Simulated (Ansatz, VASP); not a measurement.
## One calculation of SnTeCl2, two programs

```
Sn Te Cl
1.0
     4.31307    0.00000    0.00000
     0.00000    4.31307    0.00000
     0.00000    0.00000    7.80575
Sn Te Cl
1 1 2
Direct
  0.00000 0.00000 0.00000
  0.50000 0.50000 0.00000
  0.00000 0.00000 0.31214
  0.00000 0.00000 0.68786
```

Alike in both runs: functional PBE; k mesh 4 × 4 × 2; occupations gaussian, width 0.1 eV; no spin polarisation.

Ansatz relaxed the structure, and its values are those at the end. VASP's run is a single point on that final structure, the one shown.

|  | VASP | Ansatz |
| --- | --- | --- |
| version | VASP 6.6.1 | Ansatz 0.2.0 |
| potentials or method | VASP PAW PBE potentials, release 64 (Sn_d, Te, Cl), cutoff 520 eV | scalar-relativistic, plane waves, PAW |
| valence electrons in the cell | 34 | 44 |

|  | VASP | Ansatz | Ansatz less VASP |
| --- | --- | --- | --- |
| gap on the k mesh at the Fermi level (eV) | none | none | - |
| pressure (GPa) | 0.0 | 0.0 | +0.05 |
| rms of the force components (eV/Å) | 0.010 | 0.007 | -0.0032 |

A gap of «none» marks a metal or a gap that the smearing closes. VASP's potentials hold 34 valence electrons a cell and Ansatz's 44, so a difference there can come from the potentials and not from the codes.

The k mesh is coarse, so the values compare programs but aren't converged. Neither program's run includes spin-orbit coupling.
